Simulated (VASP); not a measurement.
Input of a VASP 6.6.1 run:

Contents of INCAR:

```
PREC     = Accurate       # precision mode
ENCUT    = 520            # plane-wave cutoff, eV
EDIFF    = 1E-6           # SCF threshold, eV
ISMEAR   = 0              # smearing method
SIGMA    = 0.1            # smearing width, eV
LREAL    = F              # projectors in reciprocal space
LASPH    = T              # aspherical terms in the spheres
NELM     = 150            # most SCF steps
ALGO     = Fast           # electronic algorithm
ISIF     = 2              # what is computed and relaxed
LWAVE    = F              # write WAVECAR
LCHARG   = F              # write CHGCAR
ISPIN    = 2              # spin polarisation
MAGMOM   = 0 0 0 0 0.59 0.59 # initial moments
LORBIT   = 11             # projections on sites
LMAXMIX  = 4              # l up to which the mixer works
GGA      = PS             # functional
NBANDS   = 46             # bands
KPAR     = 4
```

File KPOINTS:

```
Automatic mesh
0
Gamma
  14 14 14
```

Contents of POSCAR:

```
Ti2Co
1.0
    0.0000000000      3.3650000000      3.3650000000
    3.3650000000      0.0000000000      3.3650000000
    3.3650000000      3.3650000000      0.0000000000
Ti Co
4 2
Direct
    0.1250000000      0.1250000000      0.1250000000
    0.6250000000      0.1250000000      0.1250000000
    0.1250000000      0.1250000000      0.6250000000
    0.1250000000      0.6250000000      0.1250000000
    0.5000000000      0.5000000000      0.5000000000
    0.7500000000      0.7500000000      0.7500000000
```

Potentials or basis: VASP PAW PBE potentials, release 64 (Ti_sv, Co).

The run is started by

```sh
$ cat potpaw_PBE.64/Ti_sv/POTCAR potpaw_PBE.64/Co/POTCAR > POTCAR
$ mpirun -np 4 vasp_std > vasp.out
```

Question: What does it give for the pressure?

Answer: 16.0 GPa.

Question: Estimate the net moment.

Answer: 1.12 μB per cell.

Caveat: the cell stands under pressure; the PAW data sets were made with another functional, which shifts forces and pressure a little.
